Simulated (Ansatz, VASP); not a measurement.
# Two plane-wave programs on ZnS

INCAR

```
SYSTEM = ZnS
PREC = Accurate
ENCUT = 520
EDIFF = 1E-7
ISMEAR = 0
SIGMA = 0.05
LREAL = .False.
LASPH = .True.
NELM = 80
ALGO = Normal
ISIF = 2
LWAVE = .False.
LCHARG = .False.
GGA = PE
NBANDS = 26
```

KPOINTS

```
regular mesh
0
Gamma
  9 9 6
  0 0 0
```

Contents of POSCAR:

```
ZnS
1.0
    3.6192181101      0.0000000000      0.0000000000
   -1.8096090550      3.1343348252      0.0000000000
    0.0000000000      0.0000000000      7.1168304918
Zn S
2 2
Direct
    0.3333333333      0.6666666667      0.0052003725
    0.6666666667      0.3333333333      0.5052003725
    0.3333333333      0.6666666667      0.3797996275
    0.6666666667      0.3333333333      0.8797996275
```

Input for Ansatz:

```yaml
crystal:
  lattice:
    - [3.6192181101, 0.0, 0.0]
    - [-1.809609055, 3.1343348252, 0.0]
    - [0.0, 0.0, 7.1168304918]
  atoms:
    - { symbol: Zn, position: [0.3333333333, 0.6666666667, 0.0052003725] }
    - { symbol: Zn, position: [0.6666666667, 0.3333333333, 0.5052003725] }
    - { symbol: S, position: [0.3333333333, 0.6666666667, 0.3797996275] }
    - { symbol: S, position: [0.6666666667, 0.3333333333, 0.8797996275] }
basis:
  ecutwfc: 520.0
kpoints:
  mp_grid: { grid: [9, 9, 6] }
hamiltonian:
  xc: pbe
scf:
  occupations: { method: gaussian, width: 0.05 }
output:
  forces: true
  stress: true
  eigenvalues: true
```

Alike in both runs: task single point; functional PBE; k mesh 9 × 9 × 6; occupations gaussian, width 0.05 eV; no spin polarisation.

|  | VASP | Ansatz |
| --- | --- | --- |
| version | VASP 6.6.1 | Ansatz 0.2.0 |
| potentials or method | VASP PAW PBE potentials, release 64 (Zn, S), cutoff 520 eV | scalar-relativistic, plane waves, PAW |
| valence electrons in the cell | 36 | 36 |

```tsv
	VASP	Ansatz	Ansatz less VASP
gap on the k mesh at the Fermi level (eV)	1.24	1.24	+0.004
least direct gap on the mesh (eV)	1.24	1.24	+0.004
pressure (GPa)	3.4	3.3	-0.14
traceless stress, the component that is largest in VASP (GPa)	-12.45	-12.37	+0.083
rms of the force components (eV/Å)	0.239	0.231	-0.0079
```

Atom by atom the forces differ by 0.008 eV/Å (rms over components). The functional is the same, so the differences come from potentials, cutoffs and numerics.
